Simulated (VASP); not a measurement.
Input of a VASP 6.6.1 run:

The input INCAR:

```
  PREC = Accurate
  ENCUT = 520
  EDIFF = 1E-7
  ISMEAR = -1
  SIGMA = 0.05
  LREAL = False
  LASPH = True
  NELM = 150
  ALGO = Normal
  ISIF = 2
  LWAVE = False
  LCHARG = False
  ISPIN = 2
  MAGMOM = 2 0
  LORBIT = 11
  LMAXMIX = 4
  GGA = CA
  NBANDS = 18
```

KPOINTS

```
regular mesh
0
Gamma
  11 11 11
```

The input POSCAR:

```
CoO
1.0
    0.0000000000      2.1026924146      2.1026924146
    2.1026924146      0.0000000000      2.1026924146
    2.1026924146      2.1026924146      0.0000000000
Co O
1 1
Direct
    0.0000000000      0.0000000000      0.0000000000
    0.5000000000      0.5000000000      0.5000000000
```

Potentials or basis: VASP PAW LDA potentials, release 64 (Co, O).

Command:

```bash
$ cat potpaw_LDA.64/Co/POTCAR potpaw_LDA.64/O/POTCAR > POTCAR
$ mpirun -np 1 vasp_std > vasp.out
```

Predict the pressure.

-17.3 GPa.

What does it give for the site moments?

Co +2.17; O +0.23 μB.

Estimate the net moment.

2.44 μB per cell.

Caveat: a cell with one magnetic atom can't hold antiferromagnetic order, which such compounds often take.
